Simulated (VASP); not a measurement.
Ge, 1 atom in the cell. The typed cell holds 1 atom: a = 2.712 Å, b = 2.712 Å, c = 2.711 Å, α = 90.00°, β = 90.00°, γ = 90.00°. 

| Property | Result |
| --- | --- |
| Program | VASP 6.6.1 |
| Task | single point |
| Functional | PBE |
| Potentials or basis | VASP PAW PBE potentials, release 64 (Ge_d) |
| Cutoff | 520 eV |
| k mesh | 20 × 20 × 20 |
| Occupations | gaussian, width 0.1 eV |
| Spin | no spin polarisation |
| Dipole correction | no |
| Further INCAR settings | ALGO = Normal; EDIFF = 1e-07; NBANDS = 13 |

Potentials or basis: VASP PAW PBE potentials, release 64 (Ge_d).

The run is started by

```bash
$ cat potpaw_PBE.64/Ge_d/POTCAR > POTCAR
$ mpirun -np 1 vasp_std > vasp.out
```

Hardware: 1 thread of AMD EPYC 9R45 (Zen 5), with other jobs on the host.

**Question.** Estimate the wall time of this run.

**Answer.** Run time: 47 s on 1 thread of AMD EPYC 9R45 (Zen 5) (shared host), peak memory 0.23 GiB. Counts: scf iterations 12, k points 726.
